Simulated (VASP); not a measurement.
Crystal: CuH2.

```
Cu H
1.0
     4.86284    0.00000    0.00000
     0.00000    5.22823    0.00000
     0.00000    0.00000    2.38546
Cu H
2 4
Cartesian
  0.0000 0.0000 0.0000
  2.4314 2.6141 1.1927
  3.2640 3.3442 0.0000
  4.0303 0.7301 1.1927
  0.8326 4.4982 1.1927
  1.5988 1.8841 0.0000
```

This cell differs from its parent crystal: atoms taken out.

```yaml
Program: VASP 6.6.1
Task: relaxation of cell and atoms
Functional: PBE
Potentials_or_basis: VASP PAW PBE potentials, release 64 (Cu, H)
Cutoff: 600 eV
k_mesh: 8 × 8 × 16
Occupations: gaussian, width 0.1 eV
Spin: no spin polarisation
```

At the start: pressure -0.0 GPa; volume 10.11 Å³/atom.

Question: How do energy, volume and symmetry change on relaxing?

Answer: Over 11 steps the energy falls by 4.0 meV/atom and the volume is 9.03 Å³/atom (-10.7 %); space group Pnnm (No. 58, to 0.1 Å) before and after.

The path:
| step | energy change (eV) | largest force (eV/Å) | pressure (GPa) | volume (Å³) |
| --- | --- | --- | --- | --- |
| 1 | 0.0000 | 0.0679 | -0.05 | 60.65 |
| 2 | -0.0021 | 0.0406 | -0.42 | 60.62 |
| 3 | -0.0031 | 0.0095 | -0.93 | 60.58 |
| 4 | -0.0047 | 0.0135 | -0.85 | 60.31 |
| 5 | -0.0092 | 0.0281 | -0.77 | 59.47 |
| 6 | -0.0161 | 0.0606 | -0.24 | 57.83 |
| 7 | -0.0189 | 0.1348 | 0.92 | 54.60 |
| 8 | -0.0197 | 0.1089 | 0.47 | 55.69 |
| 9 | -0.0221 | 0.0668 | 0.11 | 55.24 |
| 10 | -0.0233 | 0.0097 | -0.31 | 54.53 |
| 11 | -0.0239 | 0.0090 | 0.01 | 54.16 |

Final structure:
```
Cu H
1.0
     4.65282    0.00000    0.00000
     0.00000    4.85115    0.00000
     0.00000    0.00000    2.39946
Cu H
2 4
Direct
  0.00000 0.00000 0.00000
  0.50000 0.50000 0.50000
  0.68144 0.65121 0.00000
  0.81856 0.15121 0.50000
  0.18144 0.84879 0.50000
  0.31856 0.34879 0.00000
```

Caveat: the cell differs from its parent crystal (atoms taken out).
